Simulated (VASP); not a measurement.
A run of VASP 6.6.1 is set up as follows.

INCAR

```
  PREC = Accurate
  ENCUT = 500
  EDIFF = 1E-6
  ISMEAR = 0
  SIGMA = 0.03
  LREAL = F
  LASPH = T
  NELM = 120
  ALGO = Normal
  ISIF = 2
  LWAVE = F
  LCHARG = F
  GGA = PE
  IVDW = 12
  NBANDS = 20
  GGA_COMPAT = F
```

File KPOINTS:

```
regular mesh
0
Gamma
  12 12 6
```

POSCAR

```
SnSe2
1.0
    3.7440000000      0.0000000000      0.0000000000
   -1.8720000000      3.2423991118      0.0000000000
    0.0000000000      0.0000000000      6.0099097605
Sn Se
1 2
Direct
    0.0000000000      0.0000000000      0.0000000000
    0.3333333333      0.6666666667      0.2651331237
    0.6666666667      0.3333333333      0.7348668763
```

Potentials or basis: VASP PAW PBE potentials, release 64 (Sn_d, Se).

Command:

```console
$ cat potpaw_PBE.64/Sn_d/POTCAR potpaw_PBE.64/Se/POTCAR > POTCAR
$ mpirun -np 1 vasp_std > vasp.out
```

(1) Predict the dispersion energy per atom.

(2) What does it give for the largest force?

(3) What does it give for the band gap on the k mesh?

## Answers

(1) -0.383 eV.

(2) 0.301 eV/Å.

(3) 0.46 eV (least direct gap 1.22 eV).

Caveat: spin-orbit coupling is left out, which moves the levels of the heavy elements.
